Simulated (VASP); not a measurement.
## SiO2: single point with PBE

Crystal: SiO2.

```xyz
12
Lattice="5.0837 0.0000 0.0000 0.0000 5.0837 0.0000 0.0000 0.0000 7.1009" Properties=species:S:1:pos:R:3 pbc="T T T"
Si    1.4939    1.4939    0.0000
Si    1.0480    4.0357    1.7752
Si    3.5898    3.5898    3.5504
Si    4.0357    1.0480    5.3257
O     1.2261    0.4751    1.2372
O     2.0668    3.7679    3.0124
O     3.8576    4.6086    4.7876
O     3.0169    1.3158    6.5628
O     3.7679    2.0668    4.0885
O     4.6086    3.8576    2.3133
O     1.3158    3.0169    0.5381
O     0.4751    1.2261    5.8637
```

- Program: VASP 6.6.1
- Task: single point
- Functional: PBE
- Potentials or basis: VASP PAW PBE potentials, release 64 (Si, O)
- Cutoff: 520 eV
- k mesh: 4 × 4 × 4
- Occupations: gaussian, width 0.01 eV
- Spin: no spin polarisation

| Quantity | Value |
| --- | --- |
| Pressure | 0.1 GPa |
| Largest force | 0.018 eV/Å |
| Band gap on the k mesh | 5.51 eV |

Forces in eV/Å, atoms in the order of the input:
```
Si   0.013  0.013  0.000
Si  -0.013  0.013  0.000
Si  -0.013 -0.013  0.000
Si   0.013 -0.013  0.000
O    0.001  0.000 -0.009
O    0.000  0.001 -0.009
O   -0.001  0.000 -0.009
O    0.000 -0.001 -0.009
O    0.001  0.000  0.009
O    0.000 -0.001  0.009
O   -0.001  0.000  0.009
O    0.000  0.001  0.009
```

Levels at points of the mesh, in eV from the valence-band top:
```tsv
k point	band 29	band 30	band 31	band 32	band 33	band 34	band 35	band 36
(0.00, 0.00, 0.00)	-0.66	-0.25	-0.25	0.00	5.51	8.67	8.67	8.87
(0.50, 0.00, 0.00)	-0.63	-0.63	-0.45	-0.45	7.48	7.48	9.12	9.12
(0.50, 0.50, 0.00)	-0.59	-0.59	-0.55	-0.55	8.50	8.50	8.58	8.58
(0.00, 0.00, 0.50)	-0.49	-0.49	-0.39	-0.39	6.70	6.70	9.31	9.31
(0.50, 0.00, 0.50)	-0.92	-0.92	-0.16	-0.16	7.71	7.71	8.71	8.71
(0.50, 0.50, 0.50)	-0.64	-0.64	-0.64	-0.64	9.01	9.01	9.01	9.01
```

Wall time 85 s on 1 thread of Intel(R) Xeon(R) 6975P-C (Granite Rapids), on a shared host, peak memory 0.32 GiB.

A k mesh can miss the band edges. PBE gaps usually lie below the measured ones, often by a third to a half.
